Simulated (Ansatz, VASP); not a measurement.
**One calculation of ReP2, two programs**

INCAR

```
SYSTEM = ReP2
PREC = Accurate
ENCUT = 600
EDIFF = 1E-6
ISMEAR = 0
SIGMA = 0.1
LREAL = .FALSE.
LASPH = .TRUE.
NELM = 60
ALGO = Normal
ISIF = 3
LWAVE = .FALSE.
LCHARG = .FALSE.
GGA = PE
IBRION = 2
NSW = 100
EDIFFG = -0.01
```

The input KPOINTS:

```
Automatic mesh
0
G
  12 12 16
  0 0 0
```

The input POSCAR:

```
ReP2
1.0
    3.9559191437      0.0000000000      0.0000000000
    0.0000000000      3.9559191437      0.0000000000
    0.0000000000      0.0000000000      3.0599356274
Re P
1 2
Direct
    0.0000000000      0.0000000000      0.0000000000
    0.0000000000      0.5000000000      0.5000000000
    0.5000000000      0.0000000000      0.5000000000
```

Input for Ansatz:

```yaml
crystal:
  lattice:
    - [3.9559191437, 0.0, 0.0]
    - [0.0, 3.9559191437, 0.0]
    - [0.0, 0.0, 3.0599356274]
  atoms:
    - { symbol: Re, position: [0.0, 0.0, 0.0] }
    - { symbol: P, position: [0.0, 0.5, 0.5] }
    - { symbol: P, position: [0.5, 0.0, 0.5] }
basis:
  ecutwfc: 420
kpoints:
  mp_grid: { grid: [12, 12, 16] }
hamiltonian:
  xc: pbe
scf:
  occupations: { method: gaussian, width: 0.1 }
output:
  forces: true
  stress: true
  eigenvalues: true
relax:
  adjacent_minimum: "off"
  f_tol: 0.01
  max_steps: 80
  cell: { stress_tol: 0.05 }
```

Alike in both runs: task relaxation of cell and atoms; functional PBE; k mesh 12 × 12 × 16; occupations gaussian, width 0.1 eV; no spin polarisation.

```csv
,VASP,Ansatz
version,VASP 6.6.1,Ansatz 0.2.0
potentials or method,"VASP PAW PBE potentials, release 64 (Re, P), cutoff 600 eV","scalar-relativistic, plane waves, PAW"
valence electrons in the cell,17,25
```

VASP gave:

| Item | Value |
| --- | --- |
| gap on the k mesh at the Fermi level, each at its own relaxed structure (eV) | none |
| relaxed volume (Å³/atom) | 16.03 |
| relaxed cell length with the largest relative difference (Å) | 4.002 |

**Question.** Which values does Ansatz return?

**Answer.** gap on the k mesh at the Fermi level, each at its own relaxed structure (eV): none; relaxed volume (Å³/atom): 15.96; relaxed cell length with the largest relative difference (Å): 3.997.

A gap of «none» marks a metal or a gap that the smearing closes. VASP's potentials hold 17 valence electrons a cell and Ansatz's 25, so a difference there can come from the potentials and not from the codes.

Neither program's run includes spin-orbit coupling.
